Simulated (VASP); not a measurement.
# KI: single point with r2SCAN

KI:

```
CELL_PARAMETERS angstrom
0.00000 3.53278 3.53278
3.53278 0.00000 3.53278
3.53278 3.53278 0.00000
ATOMIC_POSITIONS crystal
K 0.99270 0.04524 0.98043
I 0.45004 0.54104 0.54628
```

```json
{"Program": "VASP 6.6.1", "Task": "single point", "Functional": "r2SCAN", "Potentials or basis": "VASP PAW PBE potentials, release 64 (K_sv, I)", "Cutoff": "550 eV", "k mesh": "3 × 3 × 3", "Occupations": "fermi-dirac, width 0.05 eV", "Spin": "no spin polarisation"}
```

```json
{
  "Pressure": "0.5 GPa",
  "Largest force": "0.350 eV/Å",
  "Band gap on the k mesh": "4.62 eV"
}
```

Forces in eV/Å, atoms in the order of the input:
```
K    0.278  0.089 -0.195
I   -0.278 -0.089  0.195
```

Stress tensor (GPa, compression positive):
```
 0.88 -0.07  0.15
-0.07  0.21  0.05
 0.15  0.05  0.54
```

Levels at points of the mesh, in eV from the valence-band top:
```csv
k point,band 4,band 5,band 6,band 7,band 8,band 9,band 10,band 11,band 12,band 13
"(0.00, 0.00, 0.00)",-12.36,-10.79,-0.01,-0.01,0.00,4.62,7.05,7.10,7.18,7.96
```

Run time: 59 s on 1 thread of Intel(R) Xeon(R) Platinum 8488C (Sapphire Rapids), on a shared host, peak memory 0.25 GiB.

Caveat: the k points lie up to 0.51 Å⁻¹ apart; the PAW data sets were made with another functional, which shifts forces and pressure a little; spin-orbit coupling is left out, which moves the levels of the heavy elements. r2SCAN opens gaps a little over a GGA but as a rule still falls short of measured ones.
